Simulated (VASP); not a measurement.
# B: relaxation of cell and atoms with PBE

The system is B.

```
B
1.0
    -1.69190    1.69190    0.93055
     1.69190   -1.69190    0.93055
     1.69190    1.69190   -0.93055
B
2
Direct
  0.62500 0.87500 0.75000
  0.37500 0.12500 0.25000
```

| Quantity | Value |
| --- | --- |
| Program | VASP 6.6.1 |
| Task | relaxation of cell and atoms |
| Functional | PBE |
| Potentials or basis | VASP PAW PBE potentials, release 64 (B) |
| Cutoff | 600 eV |
| k mesh | 22 × 22 × 22 |
| Occupations | fermi-dirac, width 0.1 eV |
| Spin | no spin polarisation |
| Target pressure | 42 GPa |
| Dipole correction | no |
| Further INCAR settings | ALGO = Normal; EDIFF = 1e-07; IBRION = 2; EDIFFG = -0.005; NSW = 60; ISIF = 3 |

| Item | Value |
| --- | --- |
| Relaxed volume | 5.95 Å³/atom |
| Relaxed cell | a = 2.863 Å, b = 2.863 Å, c = 2.863 Å, α = 94.32°, β = 94.32°, γ = 148.15° |
| Space group after relaxing (to 0.05 Å) | I4_1/amd (No. 141) |
| Energy change on relaxing (the enthalpy is what falls) | -489.2 meV/atom |
| Ionic steps | 14 |
| Pressure after relaxing | 42.0 GPa |
| Band gap on the k mesh | zero (band 3 reaches 13.27 eV, above the bottom of band 4 at -0.07 eV) |

Stress tensor (GPa, compression positive):
```
42.10  0.00  0.00
 0.00 42.10  0.00
 0.00  0.00 41.93
```

Step by step:
| step | energy change (eV) | largest force (eV/Å) | pressure (GPa) | volume (Å³) |
| --- | --- | --- | --- | --- |
| 1 | 0.0000 | 0.0000 | 76.45 | 10.65 |
| 2 | -0.7288 | 0.0000 | 14.07 | 12.48 |
| 3 | -0.6503 | 0.0000 | 22.31 | 12.15 |
| 4 | -0.9015 | 0.0000 | 31.63 | 11.88 |
| 5 | -0.9230 | 0.0000 | 39.89 | 11.75 |
| 6 | -0.6000 | 0.0000 | 82.40 | 11.44 |
| 7 | -0.9225 | 0.0000 | 42.50 | 11.73 |
| 8 | -0.8876 | 0.0000 | 54.15 | 11.63 |
| 9 | -0.9192 | 0.0000 | 45.44 | 11.70 |
| 10 | -0.9155 | 0.0000 | 47.16 | 11.68 |
| 11 | -0.9964 | 0.0000 | 43.53 | 11.99 |
| 12 | -0.9563 | 0.0000 | 45.29 | 11.83 |
| 13 | -1.0120 | 0.0000 | 36.44 | 12.05 |
| 14 | -0.9784 | 0.0000 | 42.04 | 11.91 |

Final structure:
```cif
data_structure
_symmetry_space_group_name_H-M 'P 1'
_symmetry_Int_Tables_number 1
_cell_length_a 2.8630
_cell_length_b 2.8630
_cell_length_c 2.8630
_cell_angle_alpha 94.318
_cell_angle_beta 94.318
_cell_angle_gamma 148.147
_cell_volume 11.91
loop_
_atom_site_label
_atom_site_type_symbol
_atom_site_fract_x
_atom_site_fract_y
_atom_site_fract_z
_atom_site_occupancy
B1 B 0.62500 0.87500 0.75000 1
B2 B 0.37500 0.12500 0.25000 1
```

Levels at points of the mesh, in eV from the Fermi level:
| k point | band 1 | band 2 | band 3 | band 4 | band 5 | band 6 | band 7 |
| --- | --- | --- | --- | --- | --- | --- | --- |
| (0.00, 0.00, 0.00) | -18.37 | -5.42 | -5.42 | -0.26 | 4.91 | 8.83 | 8.83 |
| (0.50, 0.00, 0.00) | -7.82 | -4.85 | 0.95 | 2.99 | 5.41 | 8.36 | 12.72 |
| (0.50, 0.50, 0.00) | -14.42 | -14.42 | -0.86 | -0.86 | 3.95 | 3.95 | 20.59 |
| (0.50, 0.50, 0.50) | -11.06 | -11.06 | -9.73 | -9.73 | 12.31 | 12.31 | 25.83 |

Run time: 3.2 min on 1 thread of Intel(R) Xeon(R) 6975P-C (Granite Rapids) (shared host), peak memory 0.18 GiB.

Caveat: the cell is relaxed towards a set pressure, so the enthalpy falls and the energy may rise.
